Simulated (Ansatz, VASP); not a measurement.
# One calculation of Ir2O3, two programs

```
Ir O
1.0
     4.80454    0.00000    0.00000
     0.00000    4.80454    0.00000
     0.00000    0.00000    4.80454
Ir O
4 6
Direct
  0.25000 0.25000 0.25000
  0.25000 0.75000 0.75000
  0.75000 0.75000 0.25000
  0.75000 0.25000 0.75000
  0.50000 0.00000 0.00000
  0.50000 0.00000 0.50000
  0.00000 0.50000 0.00000
  0.50000 0.50000 0.00000
  0.00000 0.50000 0.50000
  0.00000 0.00000 0.50000
```

Change from the starting cell: species swapped into the Ag2O3 type (Pn-3m, No. 224).

Alike in both runs: task relaxation of cell and atoms; functional PBE; k mesh 8 × 8 × 8; occupations gaussian, width 0.01 eV; no spin polarisation.

|  | VASP | Ansatz |
| --- | --- | --- |
| version | VASP 6.6.1 | Ansatz 0.2.0 |
| potentials or method | VASP PAW PBE potentials, release 64 (Ir, O), cutoff 600 eV | scalar-relativistic, plane waves, PAW |
| valence electrons in the cell | 72 | 104 |

```csv
,VASP,Ansatz,Ansatz less VASP
"gap on the k mesh at the Fermi level, each at its own relaxed structure (eV)",0.20,0.26,+0.064
relaxed volume (Å³/atom),11.16,11.09,-0.063
relaxed length of the cell vector where the two differ most in proportion (Å),4.814,4.805,-0.0091
```

VASP's potentials hold 72 valence electrons a cell and Ansatz's 104, so a difference there can come from the potentials and not from the codes.

Spin-orbit coupling is off throughout.
